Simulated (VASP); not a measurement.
## VO2: single point with PBE+U

VO2:

```xyz
6
Lattice="4.4821 0.0000 0.0000 0.0000 4.4821 0.0000 0.0000 0.0000 3.0254" Properties=species:S:1:pos:R:3 pbc="T T T"
V     0.0000    0.0000    0.0000
V     2.2410    2.2410    1.5127
O     1.3401    1.3401    0.0000
O     0.9009    3.5811    1.5127
O     3.1420    3.1420    0.0000
O     3.5811    0.9009    1.5127
```

```yaml
Program: VASP 6.6.1
Task: single point
Functional: PBE
Potentials_or_basis: VASP PAW PBE potentials, release 64 (V_sv, O)
Cutoff: 600 eV
k_mesh: 6 × 6 × 10
Occupations: gaussian, width 0.02 eV
Spin: collinear spin, ferromagnetic start
Starting_moments: "[0.95, 0.95, 0.0, 0.0, 0.0, 0.0] μB"
Hubbard_terms: V d U = 3.25 eV
```

```
Pressure                                              : 3.4 GPa
Largest force                                         : 0.046 eV/Å
Band gap on the k mesh                                : 0.99 eV (least direct gap 1.24 eV)
Net moment                                            : 2.00 μB per cell
Site moments                                          : V +1.07; O -0.05 μB
Valence electrons inside the program's atomic spheres : V 11.35; O 5.06
```

Forces on the atoms (eV/Å):
```
V    0.000  0.000  0.000
V    0.000  0.000  0.000
O    0.033  0.033  0.000
O   -0.033  0.033  0.000
O   -0.033 -0.033  0.000
O    0.033 -0.033  0.000
```

Stress tensor (GPa, compression positive):
```
3.48 0.00 0.00
0.00 3.48 0.00
0.00 0.00 3.22
```

Levels at points of the mesh, in eV from the valence-band top:
Spin up:
```csv
k point,band 22,band 23,band 24,band 25,band 26,band 27,band 28,band 29,band 30,band 31
"(0.00, 0.00, 0.00)",-1.00,-0.95,-0.54,-0.54,0.00,1.24,1.37,1.37,2.47,3.42
"(0.50, 0.00, 0.00)",-2.22,-0.82,-0.82,-0.56,-0.56,2.04,2.04,2.42,2.42,4.49
"(0.50, 0.50, 0.00)",-1.77,-1.42,-1.42,-1.29,-1.29,1.40,1.40,2.79,2.79,3.88
"(0.00, 0.00, 0.50)",-2.81,-1.60,-1.60,-0.75,-0.75,2.20,2.20,2.72,2.72,3.81
"(0.50, 0.00, 0.50)",-2.31,-1.13,-1.13,-0.76,-0.76,0.99,0.99,2.88,2.88,3.40
"(0.50, 0.50, 0.50)",-1.59,-0.75,-0.75,-0.70,-0.70,1.84,1.84,2.15,2.15,4.37
```
Spin down:
| k point | band 20 | band 21 | band 22 | band 23 | band 24 | band 25 | band 26 | band 27 | band 28 | band 29 |
| --- | --- | --- | --- | --- | --- | --- | --- | --- | --- | --- |
| (0.00, 0.00, 0.00) | -2.69 | -1.00 | -0.64 | -0.64 | -0.14 | 2.09 | 2.15 | 2.15 | 2.74 | 2.75 |
| (0.50, 0.00, 0.00) | -3.35 | -2.17 | -2.17 | -0.90 | -0.90 | 2.78 | 2.78 | 3.11 | 3.11 | 3.38 |
| (0.50, 0.50, 0.00) | -2.23 | -1.81 | -1.81 | -1.47 | -1.47 | 2.18 | 2.18 | 2.61 | 2.61 | 3.43 |
| (0.00, 0.00, 0.50) | -2.93 | -2.78 | -2.78 | -1.62 | -1.62 | 2.90 | 2.90 | 3.33 | 3.33 | 3.83 |
| (0.50, 0.00, 0.50) | -2.82 | -2.15 | -2.15 | -1.24 | -1.24 | 1.79 | 1.79 | 3.52 | 3.52 | 3.86 |
| (0.50, 0.50, 0.50) | -2.87 | -1.57 | -1.57 | -0.77 | -0.77 | 2.53 | 2.53 | 2.85 | 2.85 | 4.05 |

Eigenvalues of the final occupation matrices:
| site | spin | trace | eigenvalues |
| --- | --- | --- | --- |
| site 1 d | 1 | 1.91 | 0.15 0.17 0.29 0.38 0.93 |
| site 1 d | 2 | 0.86 | 0.06 0.11 0.13 0.26 0.31 |
| site 2 d | 1 | 1.91 | 0.15 0.17 0.29 0.38 0.93 |
| site 2 d | 2 | 0.86 | 0.06 0.11 0.13 0.26 0.31 |

Wall time 4.5 min on 1 thread of Intel(R) Xeon(R) Platinum 8259CL CPU @ 2.50GHz (Skylake/Cascade Lake), with other jobs on the host, peak memory 0.35 GiB.

Caveat: the cell stands under pressure. A k mesh can miss the band edges.
